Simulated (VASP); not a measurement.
# Mg (P-1) in VASP: relaxation of the atoms with PBEsol

Aim: the relaxation of the atoms of Mg with PBEsol.

Program: VASP 6.6.1. These are calculated values, not measurements. Logs are shortened: lines on timing, memory, paths and dates and some standing lists are left out, and cuts for length are marked.

### 1 The cell of the first run

The typed cell holds 1 atom: a = 2.966 Å, b = 3.054 Å, c = 3.143 Å, α = 87.80°, β = 81.56°, γ = 117.86°.

### 2 Relaxation of the atoms, PBEsol

The input, INCAR:

```
SYSTEM = Mg
PREC = Accurate
ENCUT = 520
EDIFF = 1E-7
ISMEAR = 0
SIGMA = 0.15
LREAL = .FALSE.
LASPH = .TRUE.
NELM = 120
ALGO = Normal
ISIF = 2
LWAVE = .FALSE.
LCHARG = .FALSE.
GGA = PS
IBRION = 2
NSW = 100
EDIFFG = -0.01
GGA_COMPAT = .FALSE.
NELMIN = 4
```

The input, KPOINTS:

```
regular mesh
0
G
  12 12 12
  0 0 0
```

The input, POSCAR:

```
Mg
1.0
    2.9575678538      0.0243441005      0.2256901864
   -1.4577013175      2.6825817632      0.0563306824
    0.2223471847      0.1924538060      3.1289642502
Mg
1
Direct
    0.0000000000      0.0000000000      0.0000000000
```

Potentials or basis: VASP PAW PBE potentials, release 64 (Mg).

Launch:

```console
$ cat potpaw_PBE.64/Mg/POTCAR > POTCAR
$ mpirun -np 1 vasp_std > vasp.out
```

OUTCAR:

```text
SYSTEM = Mg
   PREC = Accurate
   ENCUT = 520
   EDIFF = 1E-7
   ISMEAR = 0
   LREAL = .FALSE.
   LASPH = .TRUE.
   NELM = 120
   ISIF = 2
   GGA = PS
   IBRION = 2
   NSW = 100
   EDIFFG = -0.01
   NELMIN = 4

 ion  position               nearest neighbor table
   1  0.000  0.000  0.000-

  LATTYP: Found a triclinic cell.
 ALAT       =     2.9662663915
 B/A-ratio  =     1.7383812616
 C/A-ratio  =     1.6170450887
 COS(alpha) =     0.0191836011
 COS(beta)  =     0.4170643844
 COS(gamma) =     0.8520099932

  Lattice vectors:

 A1 = (  -2.9575678538,  -0.0243441005,  -0.2256901864)
 A2 = (  -4.4152691713,   2.6582376627,  -0.1693595040)
 A3 = (  -1.7222137210,  -2.8993796697,  -3.4109851190)

Analysis of symmetry for initial positions (statically):
=====================================================================
 Subroutine PRICEL returns:
 Original cell was already a primitive cell.

 Routine SETGRP: Setting up the symmetry group for a
 triclinic supercell.

 Subroutine GETGRP returns: Found  2 space group operations
 (whereof  2 operations were pure point group operations)
 out of a pool of  2 trial point group operations.

The static configuration has the point symmetry S_2 .

Analysis of symmetry for dynamics (positions and initial velocities):
=====================================================================
 Subroutine PRICEL returns:
 Original cell was already a primitive cell.

 Routine SETGRP: Setting up the symmetry group for a
 triclinic supercell.

 Subroutine GETGRP returns: Found  2 space group operations
 (whereof  2 operations were pure point group operations)
 out of a pool of  2 trial point group operations.

The dynamic configuration has the point symmetry S_2 .

 Subroutine INISYM returns: Found  2 space group operations
 (whereof  2 operations are pure point group operations),
 and found     1 'primitive' translations

[... 82 lines left out ...]
 SYSTEM =  Mg
   PREC   = accura    normal or accurate (medium, high low for compatibility)
   ISTART =      0    job   : 0-new  1-cont  2-samecut
   ICHARG =      2    charge: 1-file 2-atom 10-const
   ISPIN  =      1    spin polarized calculation?
   LNONCOLLINEAR =      F non collinear calculations
   LSORBIT =      F    spin-orbit coupling
   LASPH  =      T    aspherical Exc in radial PAW
   ENCUT  =  520.0 eV  38.22 Ry    6.18 a.u.   5.52  5.68  5.84*2*pi/ulx,y,z
   NELM   =    120;   NELMIN=  4; NELMDL= -5     # of ELM steps
   EDIFF  = 0.1E-06   stopping-criterion for ELM
   LREAL  =      F    real-space projection
   EDIFFG = -.1E-01   stopping-criterion for IOM
   NSW    =    100    number of steps for IOM
   IBRION =      2    ionic relax: 0-MD 1-quasi-New 2-CG
   NFREE  =      1    steps in history (QN), initial steepest desc. (CG)
   ISIF   =      2    stress and relaxation
   ISYM   =      2    0-nonsym 1-usesym 2-fastsym
   POTIM  = 0.5000    time-step for ionic-motion
   TEBEG  =    0.0;   TEEND  =   0.0 temperature during run
   PSTRESS=    0.0 pullay stress
   NELECT =       2.0000    total number of electrons
   NUPDOWN=      -1.0000    fix difference up-down
   EMIN   =  10.00;   EMAX   =-10.00  energy-range for DOS
   EFERMI =   0.00;   METHOD = LEGACY
   ISMEAR =     0;   SIGMA  =   0.15  broadening in eV -4-tet -1-fermi 0-gaus
   EFERMI_NEDOS =   21; number of points for ismear=-14 and -15
   IALGO  =     38    algorithm
   IMIX   =      4    mixing-type and parameters
     AMIX     =   0.40;   BMIX     =  1.00
     AMIX_MAG =   1.60;   BMIX_MAG =  1.00
  volume/ion in A,a.u.               =      24.71       166.73
  Fermi-wavevector in a.u.,A,eV,Ry     =   0.708189  1.338283  6.823746  0.501531
  Thomas-Fermi vector in A             =   1.794438
   LORBIT       =      0    0 simple, 1 ext, 2 COOP (PROOUT), +10 PAW based schemes
   GGA     = PS    functional components
   LHFCALC =     F    Hartree Fock is set to
   AEXX    =    0.0000 exact exchange contribution
   IVDW    =     0    specifies the selected vdW correction
   LEPSILON=     F    determine dielectric tensor
   LRPA    =     F    only Hartree local field effects (RPA)
 conjugate gradient relaxation of ions
 non-spin polarized calculation
 Gauss-broadening in eV      SIGMA  =   0.15
  energy-cutoff  :      520.00
  volume of cell :       24.71
 maximum number of plane-waves:       678
 NGX is ok and might be reduce to    24
   NGX = 11   NGY = 11   NGZ = 11

 number of electron       2.0000000 magnetization

 Free energy of the ion-electron system (eV)
  ---------------------------------------------------
  ext. energy  EPLUGINS =         0.00000000
  ---------------------------------------------------
  free energy    TOTEN  =        -1.51540038 eV

  energy without entropy =       -1.50982521  energy(sigma->0) =       -1.51261279

 E-fermi :   2.2008     XC(G=0):  -8.2845

 val. band max:        2.2007871539   @ k =   0.5000   0.4167   0.0833
 cond. band min:       2.2040997514   @ k =   0.3333   0.3333   0.0833
 fundamental gap:      0.0033125975
 Fermi energy:         2.2007953733

 k-point     1 :       0.0000    0.0000    0.0000
  band No.  band energies     occupation
      1      -4.4237      2.00000
      2      10.0836      0.00000
      3      10.5295      0.00000
      4      14.4677      0.00000
      5      15.5741      0.00000
[... 177 lines left out ...]
 k-point    24 :       0.3333    0.1667    0.0000
  band No.  band energies     occupation
      1      -0.2515      2.00000
      2       3.6192      0.00000
      3       6.3990      0.00000
      4      11.8625      0.00000
      5      14.5928      0.00000

 [... further k-points ...]

------------------------ aborting loop because EDIFF is reached ----------------------------------------

  FORCE on cell =-STRESS in cart. coord.  units (eV):
  Direction    XX          YY          ZZ          XY          YZ          ZX
  --------------------------------------------------------------------------------------
  -------------------------------------------------------------------------------------
  Total        0.4417913     -0.0285404     -0.2849864     -0.0511990      0.2166086      0.2872499
  in kB       28.6497069     -1.8508145    -18.4810698     -3.3201989     14.0468421     18.6278604
  external PRESSURE =       2.7726075 kB  Pullay stress =       0.0000000 kB

 VOLUME and BASIS-vectors are now :
 -----------------------------------------------------------------------------
  energy-cutoff  :      520.00
  volume of cell :       24.71
      direct lattice vectors                 reciprocal lattice vectors
     2.957567854  0.024344101  0.225690186     0.339300686  0.185119666 -0.035497221
    -1.457701317  2.682581763  0.056330682    -0.001325042  0.372534373 -0.022819385
     0.222347185  0.192453806  3.128964250    -0.024449686 -0.020059292  0.322565784

 POSITION                                       TOTAL-FORCE (eV/Angst)
 -----------------------------------------------------------------------------------
      0.00000      0.00000      0.00000         0.000000     -0.000000     -0.000000
 -----------------------------------------------------------------------------------
    total drift:                                0.000000      0.000000      0.000000

  FREE ENERGIE OF THE ION-ELECTRON SYSTEM (eV)
  ---------------------------------------------------
  free  energy   TOTEN  =        -1.5154003770 eV

  energy  without entropy=       -1.5098252103  energy(sigma->0) =       -1.51261279

 reached required accuracy - stopping structural energy minimisation
```

OSZICAR:

```text
N       E                     dE             d eps       ncg     rms          rms(c)
DAV:   1    -0.705194586017E+00   -0.70519E+00   -0.75412E+02  9075   0.268E+02
DAV:   2    -0.152152985098E+01   -0.81634E+00   -0.75292E+00 10845   0.152E+01
DAV:   3    -0.152619291977E+01   -0.46631E-02   -0.46560E-02 11685   0.136E+00
DAV:   4    -0.152620532246E+01   -0.12403E-04   -0.12402E-04 11350   0.533E-02
DAV:   5    -0.152620538992E+01   -0.67458E-07   -0.67311E-07 11425   0.303E-03    0.648E-01
DAV:   6    -0.152035093061E+01    0.58545E-02   -0.56668E-04 10575   0.146E-01    0.413E-01
DAV:   7    -0.151539755712E+01    0.49534E-02   -0.22055E-03 10645   0.275E-01    0.210E-02
DAV:   8    -0.151540024069E+01   -0.26836E-05   -0.22930E-05 12030   0.334E-02    0.500E-03
DAV:   9    -0.151540041191E+01   -0.17122E-06   -0.62882E-07 11165   0.418E-03    0.474E-04
DAV:  10    -0.151540037699E+01    0.34917E-07   -0.13424E-08  6870   0.579E-04
   1 F= -.15154004E+01 E0= -.15126128E+01  d E =-.151540E+01
```

CONTCAR:

```text
Mg
   1.00000000000000
     2.9575678538000001    0.0243441005000000    0.2256901864000000
    -1.4577013175000000    2.6825817632000000    0.0563306824000000
     0.2223471847000000    0.1924538060000000    3.1289642502000001
  Mg
     1
Direct
     0.0000000000000000    0.0000000000000000    0.0000000000000000

  0.00000000E+00  0.00000000E+00  0.00000000E+00
```

It took 24 s on 1 thread of Intel Xeon Platinum 8488C (Sapphire Rapids), shared host; peak memory 0.25 GiB.

Results:

```yaml
Free_energy: -1.5154 eV
Pressure_after_relaxing: 0.3 GPa
Band_gap_on_the_k_mesh: zero (bands 1 and 2 overlap by 4.30 eV)
```

Final structure:
```
CELL_PARAMETERS angstrom
2.95757 0.02434 0.22569
-1.45770 2.68258 0.05633
0.22235 0.19245 3.12896
ATOMIC_POSITIONS crystal
Mg 0.00000 0.00000 0.00000
```

Levels at points of the mesh, in eV from the Fermi level:
| k point | band 1 | band 2 | band 3 | band 4 | band 5 |
| --- | --- | --- | --- | --- | --- |
| (0.00, 0.00, 0.00) | -6.62 | 7.88 | 8.33 | 12.27 | 13.37 |
| (0.50, 0.00, 0.00) | -1.37 | -0.79 | 7.97 | 8.65 | 10.55 |
| (0.00, 0.50, 0.00) | -1.66 | -1.33 | 8.86 | 9.93 | 11.39 |
| (0.50, 0.50, 0.00) | -1.36 | -0.76 | 8.30 | 8.55 | 12.45 |
| (0.00, 0.00, 0.50) | -3.10 | -2.38 | 13.22 | 14.42 | 14.97 |
| (0.50, 0.00, 0.50) | 0.39 | 1.57 | 3.95 | 4.73 | 11.61 |
| (0.00, 0.50, 0.50) | 0.61 | 1.76 | 2.92 | 3.79 | 11.41 |
| (0.50, 0.50, 0.50) | 1.30 | 2.64 | 3.03 | 3.77 | 9.60 |

Caveat: the relaxation stopped at its first step, so nothing moved; the PAW data sets were made with another functional, which shifts forces and pressure a little.
